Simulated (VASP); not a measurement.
# Al: single point with PBE

Al:

```
Al
1.0
     2.59883    0.00000    0.00000
     0.00000    2.59883    0.00000
     0.00000    0.00000    2.59883
Al
1
Direct
  0.00000 0.00000 0.00000
```

| Quantity | Value |
| --- | --- |
| Program | VASP 6.6.1 |
| Task | single point |
| Functional | PBE |
| Potentials or basis | VASP PAW PBE potentials, release 64 (Al) |
| Cutoff | 520 eV |
| k mesh | 8 × 8 × 8 |
| Occupations | fermi-dirac, width 0.05 eV |
| Spin | no spin polarisation |

```json
{"Pressure": "10.0 GPa"}
```

Levels at points of the mesh, in eV from the Fermi level:
```tsv
k point	band 1	band 2	band 3	band 4	band 5
(0.00, 0.00, 0.00)	-10.47	8.25	8.25	10.12	10.12
(0.50, 0.00, 0.00)	-5.51	-4.74	11.09	14.26	14.26
(0.50, 0.50, 0.00)	-0.69	-0.69	0.16	1.81	17.95
(0.50, 0.50, 0.50)	3.24	3.24	3.24	5.55	5.55
```

Wall time 4.9 s on 1 thread of Intel Xeon 8259CL, on a shared host, peak memory 0.12 GiB.
